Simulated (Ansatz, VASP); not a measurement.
## W: VASP beside Ansatz

```xyz
1
Lattice="-1.3917 1.3917 1.3917 1.3917 -1.3917 1.3917 1.3917 1.3917 -1.3917" Properties=species:S:1:pos:R:3 pbc="T T T"
W     0.0000    0.0000    0.0000
```

Change from the starting cell: volume scaled by 0.7, LAPW.

Alike in both runs: task single point; functional LDA; k mesh 19 × 19 × 19; occupations fermi-dirac, width 0.08 eV; no spin polarisation.

|  | VASP | Ansatz |
| --- | --- | --- |
| version | VASP 6.6.1 | Ansatz 0.2.0 |
| potentials or method | VASP PAW LDA potentials, release 64 (W_sv), cutoff 520 eV | all-electron LAPW, scalar-relativistic |

```csv
,VASP,Ansatz,Ansatz less VASP
pressure (GPa),256.3,243.8,-12.43
```

LDA's correlation is that of Perdew and Zunger in VASP and of Perdew and Wang (1992) in Ansatz. Both programs put the cell under a high pressure, so it lies far from rest at this level. Ansatz ran all-electron here, and VASP with PAW potentials.

Neither program's run includes spin-orbit coupling. Noted on VASP's run: the cell as given lies far from equilibrium.
